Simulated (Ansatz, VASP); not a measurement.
**One calculation of MnS, two programs**

INCAR

```
SYSTEM = MnS
PREC     = Accurate       ! precision mode
ENCUT    = 600            ! plane-wave cutoff, eV
EDIFF    = 1E-6           ! SCF threshold, eV
ISMEAR   = 0              ! smearing method
SIGMA    = 0.05           ! smearing width, eV
LREAL    = .FALSE.        ! projectors in reciprocal space
LASPH    = .TRUE.         ! aspherical terms in the spheres
NELM     = 200            ! most SCF steps
ALGO     = Normal         ! electronic algorithm
ISIF     = 2              ! what is computed and relaxed
LWAVE    = .FALSE.        ! write WAVECAR
LCHARG   = .FALSE.        ! write CHGCAR
ISPIN    = 2              ! spin polarisation
MAGMOM   = 4.44 -4.44 -0.04 0.04 ! initial moments
LORBIT   = 11             ! projections on sites
LMAXMIX  = 4              ! l up to which the mixer works
LDAU     = .TRUE.         ! DFT+U
LDAUTYPE = 1            
LDAUL    = 2 -1           ! shell
LDAUU    = 4 0            ! U, eV
LDAUJ    = 0.9 0        
LDAUPRINT= 1            
GGA      = PS             ! functional
NBANDS   = 33             ! bands
GGA_COMPAT= .FALSE.
```

KPOINTS

```
Automatic mesh
0
G
  6 6 6
  0 0 0
```

File POSCAR:

```
MnS
1.0
    0.0000000000      2.6122498900      2.6122498900
    5.2244997800      2.6122498900      2.6122498900
    5.2244997800      5.2244997800      0.0000000000
Mn S
2 2
Direct
    0.0000000000      0.0000000000      0.0000000000
    0.0000000000      0.0000000000      0.5000000000
    0.5000000000      0.5000000000      0.0000000000
    0.5000000000      0.5000000000      0.5000000000
```

Input for Ansatz:

```yaml
crystal:
  lattice:
    - [0.0, 2.61224989, 2.61224989]
    - [5.22449978, 2.61224989, 2.61224989]
    - [5.22449978, 5.22449978, 0.0]
  atoms:
    - { symbol: Mn, position: [0.0, 0.0, 0.0], spin: 4.47 }
    - { symbol: S, position: [0.5, 0.5, 0.0] }
    - { symbol: Mn, position: [0.0, 0.0, 0.5], spin: -1.79 }
    - { symbol: S, position: [0.5, 0.5, 0.5] }
basis:
  ecutwfc: 420
  ecutrho_ratio: 4
kpoints:
  mp_grid: { grid: [6, 6, 6] }
hamiltonian:
  xc: pbesol
  hubbard:
    sites:
      - { site: 0, l: d, u: 4.0, j: 0.9 }
      - { site: 2, l: d, u: 4.0, j: 0.9 }
scf:
  occupations: { method: gaussian, width: 0.05 }
  lower_state_search: "off"
  max_iter: 150
output:
  forces: true
  stress: true
  eigenvalues: true
  populations: true
  hubbard: { sites: [{ site: 0, l: d }, { site: 2, l: d }] }
magnetization:
  spin_polarized: true
  spin_locking: { lock_spins: true, n_iters: 12 }
```

Alike in both runs: task single point; functional PBEsol; k mesh 6 × 6 × 6; occupations gaussian, width 0.05 eV; collinear spin; Hubbard terms Mn d U = 4.0 eV, J = 0.9 eV.

|  | VASP | Ansatz |
| --- | --- | --- |
| version | VASP 6.6.1 | Ansatz 0.2.0 |
| potentials or method | VASP PAW PBE potentials, release 64 (Mn_sv, S), cutoff 600 eV | scalar-relativistic, plane waves, PAW |
| valence electrons in the cell | 42 | 42 |

|  | VASP | Ansatz | Ansatz less VASP |
| --- | --- | --- | --- |
| gap on the k mesh at the Fermi level (eV) | 0.72 | 0.69 | -0.030 |
| least direct gap on the mesh (eV) | 2.13 | 2.21 | +0.070 |
| pressure (GPa) | -3.0 | -1.3 | +1.69 |
| net moment per atom (μB) | 0.00 | 0.00 | 0.000 |
| size of the moment on the site where the two differ most (μB) | 4.36 | 4.44 | +0.087 |

VASP's potentials were made for PBE, not for PBEsol. Site moments also hang on the region over which each program counts them. The programs project onto different local orbitals, so the same U acts differently, and such runs can settle in different states. Ansatz's warnings: stress scf threshold loose.
